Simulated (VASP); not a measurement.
Wanted: the native input for a VASP 6.6.1 run.

```
Task                   : single point
Functional             : LDA
Potentials or basis    : VASP PAW LDA potentials, release 64 (Si)
Cutoff                 : 500 eV
k mesh                 : 11 × 11 × 11
Occupations            : fermi-dirac, width 0.05 eV
Spin                   : no spin polarisation
Dipole correction      : no
Further INCAR settings : ALGO = Normal; EDIFF = 1e-06; NBANDS = 8
```

The structure of Si lies in POSCAR:

```
Si
1.0
    0.0000000000      1.9042877728      1.9042877728
    1.9042877728      0.0000000000      1.9042877728
    1.9042877728      1.9042877728      0.0000000000
Si
1
Direct
    0.0000000000      0.0000000000      0.0000000000
```

One way to write it, as run:

INCAR

```
SYSTEM = Si
  ALGO = Normal
  EDIFF = 1E-6
  ENCUT = 500
  GGA_COMPAT = .False.
  ISIF = 2
  ISMEAR = -1
  LASPH = .True.
  LCHARG = .False.
  LREAL = .False.
  LWAVE = .False.
  NBANDS = 8
  NELM = 120
  PREC = Accurate
  SIGMA = 0.05
```

KPOINTS

```
k-points
0
Gamma
  11 11 11
  0 0 0
```

Potentials or basis: VASP PAW LDA potentials, release 64 (Si).

Launch:

```console
$ cat potpaw_LDA.64/Si/POTCAR > POTCAR
$ mpirun -np 1 vasp_std > vasp.out
```

Results of the run:

```json
{
 "Pressure": "1.1 GPa",
 "Band gap on the k mesh": "zero (band 2 reaches 22.29 eV, above the bottom of band 3 at 7.73 eV)"
}
```

Wall time 2.7 s on 1 thread of AMD EPYC 9R45 96-Core Processor (Zen 5), with other jobs on the host, peak memory 0.08 GiB.
